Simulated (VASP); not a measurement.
The system is RuS.

```
CELL_PARAMETERS angstrom
0.00000 2.60052 2.60052
2.60052 0.00000 2.60052
2.60052 2.60052 0.00000
ATOMIC_POSITIONS crystal
Ru 0.00000 0.00000 0.00000
S 0.25000 0.25000 0.25000
```

Base run:

| Quantity | Value |
| --- | --- |
| Program | VASP 6.6.1 |
| Functional | LDA |
| Potentials or basis | VASP PAW LDA potentials, release 64 (Ru_pv, S) |
| Cutoff | 520 eV |
| k mesh | 10 × 10 × 10 |
| Occupations | gaussian, width 0.05 eV |
| Spin | no spin polarisation |

Its results: band gap on the k mesh zero (band 10 reaches 10.20 eV, above the bottom of band 11 at 7.36 eV); pressure -8.5 GPa.

**Question.** The run is repeated on the same cell with these changes: functional from LDA to PBE; potentials or basis from VASP PAW LDA potentials, release 64 (Ru_pv, S) to VASP PAW PBE potentials, release 64 (Ru_pv, S). What comes out?

**Answer.** Band gap on the k mesh zero (band 10 reaches 10.49 eV, above the bottom of band 11 at 7.59 eV); pressure -0.2 GPa.
